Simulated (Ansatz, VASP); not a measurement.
# Two plane-wave programs on Te2Mo

File INCAR:

```
SYSTEM = Te2Mo
  PREC = Accurate
  ENCUT = 520
  EDIFF = 1E-6
  ISMEAR = 0
  SIGMA = 0.05
  LREAL = .False.
  LASPH = .True.
  NELM = 80
  ALGO = Normal
  ISIF = 2
  LWAVE = .False.
  LCHARG = .False.
  GGA = PE
  NBANDS = 35
```

File KPOINTS:

```
Automatic mesh
0
Gamma
  9 9 2
  0 0 0
```

The input POSCAR:

```
Te2Mo
1.0
   -1.7785332447     -3.0805099428      0.0000000000
    1.7785332447     -3.0805099428      0.0000000000
    0.0000000000      0.0000000000     15.7047171722
Te Mo
4 2
Direct
    0.6666666667      0.6666666667      0.1269206179
    0.3333333333      0.3333333333      0.6110018339
    0.6666666667      0.6666666667      0.3571605982
    0.3333333333      0.3333333333      0.8412418142
    0.6666666667      0.6666666667      0.7261218240
    0.3333333333      0.3333333333      0.2420406080
```

Input for Ansatz:

```yaml
crystal:
  lattice:
    - [-1.7785332447, -3.0805099428, 0.0]
    - [1.7785332447, -3.0805099428, 0.0]
    - [0.0, 0.0, 15.7047171722]
  atoms:
    - { symbol: Te, position: [0.6666666667, 0.6666666667, 0.1269206179] }
    - { symbol: Te, position: [0.3333333333, 0.3333333333, 0.6110018339] }
    - { symbol: Te, position: [0.6666666667, 0.6666666667, 0.3571605982] }
    - { symbol: Te, position: [0.3333333333, 0.3333333333, 0.8412418142] }
    - { symbol: Mo, position: [0.6666666667, 0.6666666667, 0.726121824] }
    - { symbol: Mo, position: [0.3333333333, 0.3333333333, 0.242040608] }
basis:
  ecutwfc: 420
kpoints:
  mp_grid: { grid: [9, 9, 2] }
hamiltonian:
  xc: pbe
scf:
  occupations: { method: gaussian, width: 0.05 }
output:
  forces: true
  stress: true
  eigenvalues: true
```

Alike in both runs: task single point; functional PBE; k mesh 9 × 9 × 2; occupations gaussian, width 0.05 eV; no spin polarisation.

|  | VASP | Ansatz |
| --- | --- | --- |
| version | VASP 6.6.1 | Ansatz 0.2.0 |
| potentials or method | VASP PAW PBE potentials, release 64 (Te, Mo_sv), cutoff 520 eV | scalar-relativistic, plane waves, PAW |
| valence electrons in the cell | 52 | 92 |

Ansatz gave:

* gap on the k mesh at the Fermi level (eV): 1.04
* least direct gap on the mesh (eV): 1.04
* pressure (GPa): 0.0
* traceless stress, the component that is largest in VASP (GPa): 0.00
* rms of the force components (eV/Å): 0.003

Estimate VASP's values.

gap on the k mesh at the Fermi level (eV): 1.04; least direct gap on the mesh (eV): 1.04; pressure (GPa): 0.0; traceless stress, the component that is largest in VASP (GPa): 0.06; rms of the force components (eV/Å): 0.007.

Atom by atom the forces differ by 0.006 eV/Å (rms over components). VASP's potentials hold 52 valence electrons a cell and Ansatz's 92, so a difference there can come from the potentials and not from the codes.

Neither program's run includes spin-orbit coupling.
